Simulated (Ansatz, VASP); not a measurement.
One calculation of MgO, two programs

File INCAR:

```
PREC     = Accurate       # precision mode
ENCUT    = 520            # plane-wave cutoff, eV
EDIFF    = 1E-6           # SCF threshold, eV
ISMEAR   = 0              # smearing method
SIGMA    = 0.05           # smearing width, eV
LREAL    = False          # projectors in reciprocal space
LASPH    = True           # aspherical terms in the spheres
NELM     = 60             # most SCF steps
ALGO     = Normal         # electronic algorithm
ISIF     = 2              # what is computed and relaxed
LWAVE    = False          # write WAVECAR
LCHARG   = False          # write CHGCAR
GGA      = PS             # functional
NBANDS   = 16             # bands
```

File KPOINTS:

```
regular mesh
0
Gamma
  9 9 6
```

POSCAR

```
MgO
1.0
    3.4863778627      0.0000000000      0.0000000000
   -1.7431889314      3.0192917963      0.0000000000
    0.0000000000      0.0000000000      4.4913943115
Mg O
2 2
Direct
    0.6666666667      0.3333333333      0.7500000000
    0.3333333333      0.6666666667      0.2500000000
    0.6666666667      0.3333333333      0.2500000000
    0.3333333333      0.6666666667      0.7500000000
```

Input for Ansatz:

```yaml
crystal:
  lattice:
    - [3.4863778627, 0.0, 0.0]
    - [-1.7431889314, 3.0192917963, 0.0]
    - [0.0, 0.0, 4.4913943115]
  atoms:
    - { symbol: Mg, position: [0.6666666667, 0.3333333333, 0.75] }
    - { symbol: Mg, position: [0.3333333333, 0.6666666667, 0.25] }
    - { symbol: O, position: [0.6666666667, 0.3333333333, 0.25] }
    - { symbol: O, position: [0.3333333333, 0.6666666667, 0.75] }
basis:
  ecutwfc: 420
kpoints:
  mp_grid: { grid: [9, 9, 6] }
hamiltonian:
  xc: pbesol
scf:
  occupations: { method: gaussian, width: 0.05 }
output:
  forces: true
  stress: true
  eigenvalues: true
```

Change from the starting cell: strain +0.0750 x Voigt [0, 0, 1, 0, 0, 0], atoms carried along.

Alike in both runs: task single point; functional PBEsol; k mesh 9 × 9 × 6; occupations gaussian, width 0.05 eV; no spin polarisation.

|  | VASP | Ansatz |
| --- | --- | --- |
| version | VASP 6.6.1 | Ansatz 0.2.0 |
| potentials or method | VASP PAW PBE potentials, release 64 (Mg, O), cutoff 520 eV | scalar-relativistic, plane waves, PAW |
| valence electrons in the cell | 16 | 32 |

VASP gave:

```
gap on the k mesh at the Fermi level (eV)                     : 2.86
least direct gap on the mesh (eV)                             : 2.86
pressure (GPa)                                                : -7.0
traceless stress, the component that is largest in VASP (GPa) : -5.19
```

Problem. Which values does Ansatz return?

Solution. gap on the k mesh at the Fermi level (eV): 2.86; least direct gap on the mesh (eV): 2.86; pressure (GPa): -6.6; traceless stress, the component that is largest in VASP (GPa): -5.14.

VASP's potentials were made for PBE, not for PBEsol. VASP's potentials hold 16 valence electrons a cell and Ansatz's 32, so a difference there can come from the potentials and not from the codes.
